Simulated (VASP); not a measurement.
# Li4Nb4O11 (a cell with a defect) in VASP: a series of runs

Runs on Li4Nb4O11 (a cell with a defect). Level: PBE. Tasks: single point.

Program: VASP 6.6.1. These are calculated values, not measurements. Logs are shortened: lines on timing, memory, paths and dates and some standing lists are left out, and cuts for length are marked.

**1. The cell of the first run**

The cell holds a defect, 19 atoms: a = 5.223 Å, b = 5.499 Å, c = 7.584 Å, α = 94.07°, β = 90.00°, γ = 90.00°.

**2. Single point, PBE (atom 18 moved 0.250 of the way to it and +0.525 Å across, host rigid)**

Input file INCAR:

```
PREC     = Accurate       # precision mode
ENCUT    = 520            # plane-wave cutoff, eV
EDIFF    = 1E-7           # SCF threshold, eV
ISMEAR   = 0              # smearing method
SIGMA    = 0.05           # smearing width, eV
LREAL    = Auto         
LASPH    = T              # aspherical terms in the spheres
NELM     = 80             # most SCF steps
ALGO     = Normal         # electronic algorithm
ISIF     = 2              # what is computed and relaxed
LWAVE    = F              # write WAVECAR
LCHARG   = F              # write CHGCAR
GGA      = PE             # functional
NBANDS   = 80             # bands
NELECT   = 128.0
```

Input file KPOINTS:

```
regular mesh
0
Gamma
  4 4 4
```

Input file POSCAR:

```
Li4Nb4O11
1.0
    5.2231019317      0.0000000000      0.0000000000
    0.0000000000      3.0155593063     -4.5984613597
    0.0000000000      6.0311186126      4.5984613597
Li Nb O
4 4 11
Direct
    0.0000000000      0.5000000000      0.2500000000
    0.5000000000      0.0000000000      0.7500000000
    0.0000000000      0.5000000000      0.7500000000
    0.5000000000      0.0000000000      0.2500000000
    0.5000000000      0.5000000000      0.5000000000
    0.0000000000      0.0000000000      0.0000000000
    0.0000000000      0.0000000000      0.5000000000
    0.5000000000      0.5000000000      0.0000000000
    0.8803293659      0.0000000000      0.2500000000
    0.3803293659      0.5000000000      0.7500000000
    0.8098353170      0.6901646830      0.9401646830
    0.8098353170      0.3098353170      0.5598353170
    0.3098353170      0.8098353170      0.0598353170
    0.1196706341      0.0000000000      0.7500000000
    0.6196706341      0.5000000000      0.2500000000
    0.6901646830      0.8098353170      0.5598353170
    0.1901646830      0.3098353170      0.0598353170
    0.3180965633      0.7940010669      0.4401646830
    0.6901646830      0.1901646830      0.9401646830
```

Potentials or basis: VASP PAW PBE potentials, release 64 (Li_sv, Nb_sv, O).

On the command line:

```bash
cat potpaw_PBE.64/Li_sv/POTCAR potpaw_PBE.64/Nb_sv/POTCAR potpaw_PBE.64/O/POTCAR > POTCAR
mpirun -np 1 vasp_std > vasp.out
```

OUTCAR:

```text
PREC = Accurate
   ENCUT = 520
   EDIFF = 1E-7
   ISMEAR = 0
   LREAL = Auto
   LASPH = T
   NELM = 80
   ISIF = 2
   GGA = PE
   NELECT = 128.0

 ion  position               nearest neighbor table
   1  0.000  0.500  0.250-  15 1.99  17 1.99
   2  0.500  0.000  0.750-  14 1.99  16 1.99  19 1.99
   3  0.000  0.500  0.750-  10 1.99  11 1.99  12 1.99
   4  0.500  0.000  0.250-   9 1.99  13 1.99  18 2.12
   5  0.500  0.500  0.500-  18 1.96  12 2.00  16 2.00  10 2.00  15 2.00
   6  0.000  0.000  0.000-  13 2.00  19 2.00  17 2.00  11 2.00   9 2.00  14 2.00
   7  0.000  0.000  0.500-  16 2.00  12 2.00  14 2.00   9 2.00  18 2.04
   8  0.500  0.500  0.000-  11 2.00  17 2.00  13 2.00  19 2.00  10 2.00  15 2.00
   9  0.880  0.000  0.250-   4 1.99   6 2.00   7 2.00
  10  0.380  0.500  0.750-   3 1.99   5 2.00   8 2.00
  11  0.810  0.690  0.940-   3 1.99   8 2.00   6 2.00
  12  0.810  0.310  0.560-   3 1.99   5 2.00   7 2.00
  13  0.310  0.810  0.060-   4 1.99   6 2.00   8 2.00
  14  0.120  0.000  0.750-   2 1.99   6 2.00   7 2.00
  15  0.620  0.500  0.250-   1 1.99   5 2.00   8 2.00
  16  0.690  0.810  0.560-   2 1.99   7 2.00   5 2.00
  17  0.190  0.310  0.060-   1 1.99   8 2.00   6 2.00
  18  0.318  0.794  0.440-   5 1.96   7 2.04   4 2.12
  19  0.690  0.190  0.940-   2 1.99   6 2.00   8 2.00

  LATTYP: Found a simple monoclinic cell.
 ALAT       =     5.4990403532
 B/A-ratio  =     0.9498206225
 C/A-ratio  =     1.3791878824
 COS(beta)  =    -0.0709408676

  Lattice vectors:

 A1 = (   0.0000000000,   3.0155593063,  -4.5984613597)
 A2 = (  -5.2231019317,   0.0000000000,   0.0000000000)
 A3 = (   0.0000000000,   6.0311186126,   4.5984613597)

Analysis of symmetry for initial positions (statically):
=====================================================================
 Subroutine PRICEL returns:
 Original cell was already a primitive cell.

 Routine SETGRP: Setting up the symmetry group for a
 simple monoclinic supercell.

 Subroutine GETGRP returns: Found  1 space group operations
 (whereof  1 operations were pure point group operations)
 out of a pool of  4 trial point group operations.

The static configuration has the point symmetry C_1 .

Analysis of symmetry for dynamics (positions and initial velocities):
=====================================================================
 Subroutine PRICEL returns:
 Original cell was already a primitive cell.

 Routine SETGRP: Setting up the symmetry group for a
 simple monoclinic supercell.

 Subroutine GETGRP returns: Found  1 space group operations
 (whereof  1 operations were pure point group operations)
 out of a pool of  4 trial point group operations.

The dynamic configuration has the point symmetry C_1 .

 Subroutine INISYM returns: Found  1 space group operations
 (whereof  1 operations are pure point group operations),
 and found     1 'primitive' translations

----------------------------------------------------------------------------------------

                                     Primitive cell

  volume of cell :     217.2852

  direct lattice vectors                    reciprocal lattice vectors
     5.223101932  0.000000000  0.000000000     0.191457110  0.000000000  0.000000000
     0.000000000  3.015559306 -4.598461360     0.000000000  0.110537814 -0.144976029
     0.000000000  6.031118613  4.598461360     0.000000000  0.110537814  0.072488014

  length of vectors
     5.223101932  5.499040353  7.584209820     0.191457110  0.182309235  0.132185932

  position of ions in fractional coordinates (direct lattice)
     0.000000000  0.500000000  0.250000000
     0.500000000  1.000000000  0.750000000
     0.000000000  0.500000000  0.750000000
     0.500000000  1.000000000  0.250000000
     0.500000000  0.500000000  0.500000000
     0.000000000  0.000000000  0.000000000
[... 11 lines left out ...]
     0.318096563  0.794001067  0.440164683
     0.690164683  0.190164683  0.940164683

  ion indices of the primitive-cell ions
   primitive index   ion index
                 1           1
                 2           2
[... 48 lines left out ...]
  energy-cutoff  :      520.00
  volume of cell :      217.29
 maximum number of plane-waves:      5888
 NGX is ok and might be reduce to    40
   NGX = 19   NGY = 21   NGZ = 29

 number of electron     127.9999973 magnetization

 Free energy of the ion-electron system (eV)
  ---------------------------------------------------
  ext. energy  EPLUGINS =         0.00000000
  ---------------------------------------------------
  free energy    TOTEN  =      -158.38135510 eV

  energy without entropy =     -158.38135510  energy(sigma->0) =     -158.38135510

 E-fermi :   4.2465     XC(G=0): -10.3158

 val. band max:        3.9496289989   @ k =   0.2500   0.0000   0.5000
 cond. band min:       4.7123134417   @ k =   0.0000   0.0000   0.5000
 fundamental gap:      0.7626844428
 Fermi energy:         4.2465349972

 k-point     1 :       0.0000    0.0000    0.0000
  band No.  band energies     occupation
      1     -52.0352      2.00000
      2     -51.7942      2.00000
      3     -50.6186      2.00000
      4     -50.5822      2.00000
      5     -39.8610      2.00000
      6     -39.4818      2.00000
[... 68 lines left out ...]
     75       8.4338      0.00000
     76       8.5353      0.00000

 k-point     2 :       0.2500    0.0000    0.0000
  band No.  band energies     occupation
      1     -52.0352      2.00000
      2     -51.7943      2.00000
      3     -50.6183      2.00000
      4     -50.5825      2.00000
      5     -39.8610      2.00000
      6     -39.4818      2.00000
[... 68 lines left out ...]
     75       8.4203      0.00000
     76       8.6034      0.00000

 k-point     3 :       0.5000    0.0000    0.0000
  band No.  band energies     occupation
      1     -52.0351      2.00000
      2     -51.7943      2.00000
      3     -50.6180      2.00000
      4     -50.5828      2.00000
      5     -39.8610      2.00000
      6     -39.4818      2.00000
[... 1648 lines left out ...]
     75       8.4429      0.00000
     76       8.5665      0.00000

 k-point    24 :       0.2500   -0.2500    0.2500
  band No.  band energies     occupation
      1     -52.0352      2.00000
      2     -51.7943      2.00000
      3     -50.6181      2.00000
      4     -50.5827      2.00000
      5     -39.8610      2.00000
      6     -39.4818      2.00000
[... 68 lines left out ...]
     75       8.3019      0.00000
     76       8.4993      0.00000

 [... further k-points ...]

 [bands above 76 left out]

------------------------ aborting loop because EDIFF is reached ----------------------------------------

  FORCE on cell =-STRESS in cart. coord.  units (eV):
  Direction    XX          YY          ZZ          XY          YZ          ZX
  --------------------------------------------------------------------------------------
  -------------------------------------------------------------------------------------
  Total      -21.1631613    -20.3048397    -26.2294481      2.4247969     -0.2115862      0.9978279
  in kB     -156.0489864   -149.7200540   -193.4058309     17.8795168     -1.5601552      7.3575981
  external PRESSURE =    -166.3916238 kB  Pullay stress =       0.0000000 kB

 VOLUME and BASIS-vectors are now :
 -----------------------------------------------------------------------------
  energy-cutoff  :      520.00
  volume of cell :      217.29
      direct lattice vectors                 reciprocal lattice vectors
     5.223101932  0.000000000  0.000000000     0.191457110  0.000000000  0.000000000
     0.000000000  3.015559306 -4.598461360     0.000000000  0.110537814 -0.144976029
     0.000000000  6.031118613  4.598461360     0.000000000  0.110537814  0.072488014

 POSITION                                       TOTAL-FORCE (eV/Angst)
 -----------------------------------------------------------------------------------
      0.00000      3.01556     -1.14962        -0.359159     -0.685115     -0.702847
      2.61155      4.52334      3.44885         0.069820      0.458624      0.520885
      0.00000      6.03112      1.14962        -0.196195      0.632016      0.405512
      2.61155      1.50778      1.14962         0.245175     -1.055918      0.002558
      2.61155      4.52334      0.00000         2.695768      2.483585     -2.472599
      0.00000      0.00000      0.00000        -0.114204     -0.527514     -0.122284
[... 11 lines left out ...]
      1.66145      5.04904     -1.62710        -3.759773     -0.339001     -0.679968
      3.60480      6.24370      3.44885         0.040359      0.124563     -0.091876
 -----------------------------------------------------------------------------------
    total drift:                                0.001329      0.000277     -0.003612

  FREE ENERGIE OF THE ION-ELECTRON SYSTEM (eV)
  ---------------------------------------------------
  free  energy   TOTEN  =      -158.3813550965 eV

  energy  without entropy=     -158.3813550965  energy(sigma->0) =     -158.38135510
```

It took 16 min on 1 thread of Intel Xeon 6975P-C (Granite Rapids), shared host; peak memory 0.52 GiB.

What came out:

* Free energy: -158.3814 eV
* Largest force: 4.421 eV/Å

Forces in eV/Å, atoms in the order of the input:
```
Li  -0.359 -0.685 -0.703
Li   0.070  0.459  0.521
Li  -0.196  0.632  0.406
Li   0.245 -1.056  0.003
Nb   2.696  2.484 -2.473
Nb  -0.114 -0.528 -0.122
Nb  -2.871 -0.147  2.885
Nb   0.378  0.153 -0.074
O    0.818  1.689  1.201
O   -0.277 -2.592 -1.267
O   -0.185  0.092 -0.005
O    0.348 -0.384 -0.734
O   -0.053 -0.104  0.116
O   -0.076 -1.366 -1.449
O   -0.528  0.879  2.050
O    3.764  0.289  0.137
O    0.060  0.400  0.282
O   -3.760 -0.339 -0.680
O    0.040  0.125 -0.092
```

Caveat: the cell carries a net charge on a neutralising background, which shifts energy and pressure; the cell differs from its parent crystal (atom 18 moved 0.250 of the way to it and +0.525 Å across, host rigid); the cell is charged against a uniform background, so pressure and absolute levels hang on convention; the cutoff is under 1.25 times the usual one of these potentials, so pressure, stress and relaxed cells hold a basis-set (Pulay) error.

**3. Single point, PBE (atom 18 moved 0.125 of the way to it and +0.000 Å across, host rigid)**

Input file INCAR:

```
PREC     = Accurate       # precision mode
ENCUT    = 520            # plane-wave cutoff, eV
EDIFF    = 1E-7           # SCF threshold, eV
ISMEAR   = 0              # smearing method
SIGMA    = 0.05           # smearing width, eV
LREAL    = Auto         
LASPH    = True           # aspherical terms in the spheres
NELM     = 100            # most SCF steps
ALGO     = Normal         # electronic algorithm
ISIF     = 2              # what is computed and relaxed
LWAVE    = False          # write WAVECAR
LCHARG   = False          # write CHGCAR
GGA      = PE             # functional
NELECT   = 128.0        
NBANDS   = 80             # bands
```

Input file KPOINTS:

```
Automatic mesh
0
Gamma
  4 4 4
```

Changes to POSCAR since step 2:

```diff
@@ -25,3 +25,3 @@
     0.1901646830      0.3098353170      0.0598353170
-    0.3180965633      0.7940010669      0.4401646830
+    0.2051235122      0.7526646830      0.4401646830
     0.6901646830      0.1901646830      0.9401646830
```

Potentials or basis: VASP PAW PBE potentials, release 64 (Li_sv, Nb_sv, O).

On the command line:

```bash
cat potpaw_PBE.64/Li_sv/POTCAR potpaw_PBE.64/Nb_sv/POTCAR potpaw_PBE.64/O/POTCAR > POTCAR
mpirun -np 1 vasp_std > vasp.out
```

It took 17 min on 1 thread of Intel Xeon Platinum 8259CL at 2.50GHz (Skylake/Cascade Lake), shared host; peak memory 0.53 GiB.

It converged, with:

```
Free energy   : -158.8146 eV
Largest force : 5.462 eV/Å
```

Forces on the atoms (eV/Å):
```
Li  -0.271 -0.412 -0.689
Li   0.105  0.566  0.570
Li  -0.197  0.572  0.346
Li   0.393 -1.182 -0.172
Nb   3.838  3.159 -2.264
Nb  -0.162 -0.347 -0.017
Nb  -4.913  1.124  1.313
Nb   0.313 -0.075 -0.157
O    0.394  1.456  0.405
O   -0.215 -2.655 -1.366
O   -0.240  0.052  0.031
O   -1.252  0.312 -1.647
O    0.066 -0.016  0.183
O    0.133 -1.011 -1.364
O   -0.924  1.557  1.972
O   -0.167 -0.823  0.462
O    0.156  0.393  0.237
O    3.031 -2.877  2.347
O   -0.088  0.209 -0.190
```

Levels at points of the mesh, in eV from the Fermi level:
| k point | band 62 | band 63 | band 64 | band 65 | band 66 | band 67 |
| --- | --- | --- | --- | --- | --- | --- |
| (0.00, 0.00, 0.00) | -0.47 | -0.41 | -0.33 | 0.36 | 1.03 | 1.53 |
| (0.50, 0.00, 0.00) | -0.74 | -0.42 | -0.33 | 0.82 | 1.50 | 1.88 |
| (0.00, 0.50, 0.00) | -0.79 | -0.45 | -0.39 | 1.17 | 1.32 | 1.68 |
| (0.50, 0.50, 0.00) | -0.93 | -0.85 | -0.84 | 0.76 | 1.05 | 1.51 |
| (0.00, 0.00, 0.50) | -0.46 | -0.37 | -0.28 | 0.29 | 1.04 | 2.06 |
| (0.50, 0.00, 0.50) | -0.63 | -0.41 | -0.32 | 0.72 | 1.82 | 1.98 |
| (0.00, 0.50, 0.50) | -0.67 | -0.43 | -0.39 | 1.00 | 1.43 | 2.02 |
| (0.50, 0.50, 0.50) | -0.97 | -0.93 | -0.80 | 0.76 | 1.03 | 2.11 |

Caveat: the cell carries a net charge on a neutralising background, which shifts energy and pressure; the cell differs from its parent crystal (atom 18 moved 0.125 of the way to it and +0.000 Å across, host rigid); the cell is charged against a uniform background, so pressure and absolute levels hang on convention; the cutoff is under 1.25 times the usual one of these potentials, so pressure, stress and relaxed cells hold a basis-set (Pulay) error.

**4. Single point, PBE (atom 18 moved 0.375 of the way to it and +0.000 Å across, host rigid)**

Input file INCAR:

```
ALGO = Normal
EDIFF = 1E-7
ENCUT = 520
GGA = PE
ISIF = 2
ISMEAR = 0
LASPH = True
LCHARG = False
LREAL = Auto
LWAVE = False
NBANDS = 80
NELECT = 128.0
NELM = 80
PREC = Accurate
SIGMA = 0.05
```

Input file KPOINTS:

```
k-points
0
Gamma
  4 4 4
```

Changes to POSCAR since step 3:

```diff
@@ -25,3 +25,3 @@
     0.1901646830      0.3098353170      0.0598353170
-    0.2051235122      0.7526646830      0.4401646830
+    0.2350411707      0.8776646830      0.4401646830
     0.6901646830      0.1901646830      0.9401646830
```

On the command line:

```bash
cat potpaw_PBE.64/Li_sv/POTCAR potpaw_PBE.64/Nb_sv/POTCAR potpaw_PBE.64/O/POTCAR > POTCAR
mpirun -np 1 vasp_std > vasp.out
```

It took 22 min on 1 thread of AMD EPYC 7R43 (Zen 3), shared host; peak memory 0.47 GiB.

The run converged. Its results:

```yaml
Free_energy: -154.5354 eV
Largest_force: 27.538 eV/Å
```

Forces in eV/Å, atoms in the order of the input:
```
Li   -0.600  -0.982  -0.733
Li    0.028   0.546   0.533
Li   -0.331   0.698   0.529
Li    0.400  -1.028  -0.231
Nb    6.522   3.380  -1.066
Nb   -0.266  -0.446  -0.029
Nb  -23.384  12.023  -2.844
Nb    0.434  -0.165  -0.221
O    -0.301   0.571   0.010
O    -0.428  -3.010  -1.846
O    -0.353  -0.027   0.198
O    -2.470   1.391  -3.297
O     0.160  -0.089   0.419
O     0.086  -0.066  -0.393
O    -1.244   1.938   2.008
O    -1.362  -1.821   1.988
O     0.199   0.632   0.134
O    23.194 -13.888   5.243
O    -0.283   0.343  -0.403
```

Levels at points of the mesh, in eV from the Fermi level:
```csv
k point,band 60,band 61,band 62,band 63,band 64,band 65,band 66,band 67,band 68,band 69
"(0.00, 0.00, 0.00)",-0.94,-0.91,-0.47,-0.42,-0.33,0.68,1.35,1.42,1.64,2.40
"(0.50, 0.00, 0.00)",-1.17,-0.97,-0.68,-0.45,-0.31,0.32,1.41,1.66,1.79,2.78
"(0.00, 0.50, 0.00)",-1.15,-1.02,-0.70,-0.44,-0.39,0.87,1.48,1.52,1.98,2.81
"(0.50, 0.50, 0.00)",-1.13,-0.97,-0.90,-0.84,-0.82,0.63,1.24,1.41,1.60,2.40
"(0.00, 0.00, 0.50)",-0.94,-0.91,-0.45,-0.40,-0.26,0.61,1.37,1.86,2.10,2.44
"(0.50, 0.00, 0.50)",-0.92,-0.73,-0.54,-0.43,-0.31,0.27,1.61,1.82,2.04,3.03
"(0.00, 0.50, 0.50)",-0.93,-0.77,-0.58,-0.41,-0.40,0.89,1.49,1.85,2.08,2.98
"(0.50, 0.50, 0.50)",-1.13,-1.00,-0.92,-0.89,-0.76,0.56,1.29,1.88,2.05,3.06
```

Caveat: the cell carries a net charge on a neutralising background, which shifts energy and pressure; the cell differs from its parent crystal (atom 18 moved 0.375 of the way to it and +0.000 Å across, host rigid); the cell is charged against a uniform background, so pressure and absolute levels hang on convention; the cutoff is under 1.25 times the usual one of these potentials, so pressure, stress and relaxed cells hold a basis-set (Pulay) error.

**5. Single point, PBE (atom 18 moved 0.625 of the way to it and +0.525 Å across, host rigid)**

Input file INCAR:

```
PREC = Accurate ; ENCUT = 520
EDIFF = 1E-6 ; ISMEAR = 0
SIGMA = 0.05 ; LREAL = Auto
LASPH = True ; NELM = 60
ALGO = Normal ; ISIF = 2
LWAVE = False ; LCHARG = False
GGA = PE ; NELECT = 128.0
NBANDS = 80
```

Input file KPOINTS:

```
regular mesh
0
Gamma
  4 4 4
```

Changes to POSCAR since step 4:

```diff
@@ -25,3 +25,3 @@
     0.1901646830      0.3098353170      0.0598353170
-    0.2350411707      0.8776646830      0.4401646830
+    0.3629730511      0.9815010669      0.4401646830
     0.6901646830      0.1901646830      0.9401646830
```

On the command line:

```bash
cat potpaw_PBE.64/Li_sv/POTCAR potpaw_PBE.64/Nb_sv/POTCAR potpaw_PBE.64/O/POTCAR > POTCAR
mpirun -np 1 vasp_std > vasp.out
```

Run time: 24 min. Hardware: 1 thread of Intel Xeon Platinum 8488C (Sapphire Rapids), shared host; peak memory 0.53 GiB.

It converged, with:

* Free energy: -157.4725 eV
* Largest force: 5.839 eV/Å

Forces on the atoms (eV/Å):
```
Li  -0.590 -1.171 -0.643
Li  -0.120  0.295  0.211
Li  -0.284  0.719  0.540
Li   1.139 -2.183 -1.575
Nb   5.427  2.123 -0.368
Nb  -0.042 -0.413 -0.058
Nb  -0.071  1.094 -0.929
Nb   0.250  0.052 -0.158
O    0.526  1.328  1.348
O   -0.363 -2.887 -1.962
O   -0.277  0.012  0.148
O   -0.433 -0.231 -0.993
O   -0.024 -0.330  0.317
O   -0.520 -1.061 -0.585
O   -1.128  2.008  1.914
O    0.937 -1.898  2.643
O    0.114  0.456  0.061
O   -4.456  1.846  0.383
O   -0.086  0.241 -0.293
```

Levels at points of the mesh, in eV from the Fermi level:
```csv
k point,band 62,band 63,band 64,band 65,band 66,band 67
"(0.00, 0.00, 0.00)",-0.51,-0.47,-0.41,0.64,0.98,1.32
"(0.50, 0.00, 0.00)",-0.84,-0.47,-0.39,0.28,1.37,1.54
"(0.00, 0.50, 0.00)",-0.88,-0.49,-0.45,0.83,1.39,1.72
"(0.50, 0.50, 0.00)",-0.99,-0.92,-0.82,0.36,1.29,1.36
"(0.00, 0.00, 0.50)",-0.50,-0.44,-0.35,0.59,0.99,1.80
"(0.50, 0.00, 0.50)",-0.61,-0.47,-0.39,0.24,1.63,1.88
"(0.00, 0.50, 0.50)",-0.71,-0.48,-0.45,0.89,1.65,1.83
"(0.50, 0.50, 0.50)",-1.00,-0.88,-0.74,0.34,1.43,1.84
```

Caveat: the cell carries a net charge on a neutralising background, which shifts energy and pressure; the cell differs from its parent crystal (atom 18 moved 0.625 of the way to it and +0.525 Å across, host rigid); the cell is charged against a uniform background, so pressure and absolute levels hang on convention; the cutoff is under 1.25 times the usual one of these potentials, so pressure, stress and relaxed cells hold a basis-set (Pulay) error.
